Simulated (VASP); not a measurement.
H11C2NO4, 18 atoms in the cell. The cell holds a disordered packing, 18 atoms: a = 6.004 Å, b = 6.004 Å, c = 6.004 Å, α = 90.00°, β = 90.00°, γ = 90.00°. 

* Program: VASP 6.6.1
* Task: single point
* Functional: r2SCAN
* Potentials or basis: VASP PAW PBE potentials, release 64 (O, H, C, N)
* Cutoff: 520 eV
* k mesh: 1 × 1 × 1
* Occupations: fermi-dirac, width 0.05 eV
* Spin: no spin polarisation
* Dipole correction: no
* Further INCAR settings: LREAL = Auto; ALGO = Normal; EDIFF = 1e-06; NBANDS = 39

Potentials or basis: VASP PAW PBE potentials, release 64 (O, H, C, N).

Launch:

```console
$ cat potpaw_PBE.64/O/POTCAR potpaw_PBE.64/H/POTCAR potpaw_PBE.64/C/POTCAR potpaw_PBE.64/N/POTCAR > POTCAR
$ cp INCAR.step1 INCAR
$ mpirun -np 1 vasp_gam > vasp.out
$ cp INCAR.step2 INCAR
$ mpirun -np 1 vasp_gam > vasp.out
```

Hardware: 1 thread of Intel(R) Xeon(R) Platinum 8259CL CPU @ 2.50GHz (Skylake/Cascade Lake), with other jobs on the host.

Question: How long does it take, and how much memory?

Answer: Wall time 120 s on 1 thread of Intel(R) Xeon(R) Platinum 8259CL CPU @ 2.50GHz (Skylake/Cascade Lake), on a shared host, peak memory 0.33 GiB. Counts: k points 1.
